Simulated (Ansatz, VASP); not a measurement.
## Two plane-wave programs on Li

```xyz
4
Lattice="4.4544 0.0000 0.0000 0.0000 4.4544 0.0000 0.0000 0.0000 4.4544" Properties=species:S:1:pos:R:3 pbc="T T T"
Li    3.8957    0.5587    2.7859
Li    1.6685    1.6685    1.6685
Li    0.5587    2.7859    3.8957
Li    2.7859    3.8957    0.5587
```

Alike in both runs: task relaxation of cell and atoms; functional PBEsol; k mesh 5 × 5 × 5; occupations fermi-dirac, width 0.15 eV; no spin polarisation.

|  | VASP | Ansatz |
| --- | --- | --- |
| version | VASP 6.6.1 | Ansatz 0.2.0 |
| potentials or method | VASP PAW PBE potentials, release 64 (Li_sv), cutoff 600 eV | plane waves, PAW |
| valence electrons in the cell | 12 | 12 |

Ansatz gave:

* relaxed volume (Å³/atom): 20.21
* relaxed cell length with the largest relative difference (Å): 4.324

Task: Estimate VASP's values.

Result: Relaxed volume (Å³/atom): 22.26; relaxed cell length with the largest relative difference (Å): 4.466.

VASP's potentials were made for PBE, not for PBEsol.

Noted on VASP's run: the cutoff is short for stress, so the pressure is rough.
